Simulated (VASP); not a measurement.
Ni, 1 atom in the cell. Symmetry: Pm-3m, No. 221, cubic system. The conventional cell has a = 2.348 Å, b = 2.348 Å, c = 2.348 Å, α = 90.00°, β = 90.00°, γ = 90.00°. Ni (site symmetry m-3m) has 6 Ni at 2.35 Å within 3.1 Å.  This cell differs from its parent crystal: volume scaled by 1.08.

* Program: VASP 6.6.1
* Task: single point
* Functional: PBEsol
* Potentials or basis: VASP PAW PBE potentials, release 64 (Ni)
* Cutoff: 520 eV
* k mesh: 15 × 15 × 15
* Occupations: fermi-dirac, width 0.05 eV
* Spin: collinear spin, ferromagnetic start
* Starting moments: [0.529] μB
* Dipole correction: no
* Further INCAR settings: ALGO = Normal; EDIFF = 1e-06; NBANDS = 15

Potentials or basis: VASP PAW PBE potentials, release 64 (Ni).

Run with:

```bash
$ cat potpaw_PBE.64/Ni/POTCAR > POTCAR
$ mpirun -np 1 vasp_std > vasp.out
```

Hardware: 1 thread of AMD EPYC 9R45 96-Core Processor (Zen 5), with other jobs on the host.

Problem. How long does it take, and how much memory?

Solution. Run time: 19 s on 1 thread of AMD EPYC 9R45 96-Core Processor (Zen 5), on a shared host, peak memory 0.12 GiB. Counts: scf iterations 13, k points 120.
